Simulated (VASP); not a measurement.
Wanted: the native input for a VASP 6.6.1 run.

| Item | Value |
| --- | --- |
| Task | single point |
| Functional | PBE |
| Dispersion | D3(BJ) |
| Potentials or basis | VASP PAW PBE potentials, release 64 (O_h, C_h, H_h) |
| Cutoff | 1000 eV |
| k mesh | 1 × 1 × 1 |
| Occupations | fermi-dirac, width 0.02 eV |
| Spin | no spin polarisation |
| Dipole correction | no |
| Further INCAR settings | LREAL = Auto; ALGO = Normal; EDIFF = 1e-06; NBANDS = 86 |

The structure of H2CO lies in POSCAR:

```
H2CO
1.0
    8.0047730000     -0.0172560000      0.0193320000
   -0.0172560000      7.9501780000      0.0322940000
    0.0193320000      0.0322940000      8.0150610000
O C H
10 10 20
Direct
    0.5221153966      0.4140652332      0.4619222040
    0.0056928810      0.7544527362      0.6801477429
    0.4163820810      0.6818728081      0.0580569632
    0.6507688303      0.8964266518      0.3368496053
    0.0662689642      0.0610152691      0.2682011355
    0.5004875735      0.5191452013      0.7846552009
    0.4316444776      0.1157427819      0.9559899359
    0.8925220620      0.4434920414      0.4508791176
    0.7787915954      0.4718494279     -0.0262622461
    0.4759955890      0.0149805913      0.6166907863
    0.5237902840      0.3254716256      0.3307477392
   -0.0859577213      0.8714127102      0.6574148759
    0.2655222879      0.7013034263      0.0184177052
    0.6791868928      0.8351570998      0.2004226038
    0.1984154398      0.1067749106      0.3296064801
    0.5363117959      0.6357981383      0.6888655689
    0.2978161837      0.1882317694      0.9154345626
    1.0225207639      0.4932141516      0.4119750019
    0.8182316813      0.3628109726      0.0621661304
    0.6061076455      0.0538541287      0.6815223941
    0.5305921713      0.1896177957      0.3208233942
    0.4876070484      0.3817014370      0.2018882844
   -0.0999792853      0.9543582526      0.7697025330
   -0.1621051814      0.8912259828      0.5480123689
    0.2239444436      0.7772351764     -0.0834091377
    0.1650641156      0.6336361289      0.0844842398
    0.5955617691      0.8521474321      0.0914487551
    0.7735524534      0.7219533208      0.1886112811
    0.3019390629      0.0667943033      0.2534111542
    0.2220337793      0.1764999495      0.4404966791
    0.4401525000      0.7032538533      0.6007914465
    0.6505834949      0.7165525810      0.7185825000
    0.2556321437      0.1441604492      0.8023148672
    0.2161137767      0.2692704159      0.9934205454
    1.0709448531      0.4705986125      0.2767538491
    1.0864330315      0.5784095097      0.4982018128
    0.8827604133      0.2328705818      0.0114676798
    0.7726375897      0.3438467286      0.2040607282
    0.6386792673     -0.0018966914      0.7958160648
    0.6923342307      0.1605221603      0.6461625048
```

The input as run:

INCAR

```
SYSTEM = H2CO
  ALGO = Normal
  EDIFF = 1E-6
  ENCUT = 1000
  GGA = PE
  GGA_COMPAT = .FALSE.
  ISIF = 2
  ISMEAR = -1
  IVDW = 12
  LASPH = .TRUE.
  LCHARG = .FALSE.
  LREAL = Auto
  LWAVE = .FALSE.
  NBANDS = 86
  NELM = 120
  PREC = Accurate
  SIGMA = 0.02
```

KPOINTS

```
k-points
0
G
  1 1 1
  0 0 0
```

Potentials or basis: VASP PAW PBE potentials, release 64 (O_h, C_h, H_h).

Run with:

```sh
$ cat potpaw_PBE.64/O_h/POTCAR potpaw_PBE.64/C_h/POTCAR potpaw_PBE.64/H_h/POTCAR > POTCAR
$ mpirun -np 1 vasp_gam > vasp.out
```

Results of the run:

* Pressure: 0.4 GPa
* Largest force: 5.844 eV/Å
* Band gap on the k mesh: 2.16 eV
* Dispersion energy per atom: -0.044 eV

Caveat: the k points lie up to 0.79 Å⁻¹ apart; the atoms stand as in a frame of molecular dynamics.

Wall time 3.2 min on 1 thread of Intel(R) Xeon(R) 6975P-C (Granite Rapids) (shared host), peak memory 1 GiB.
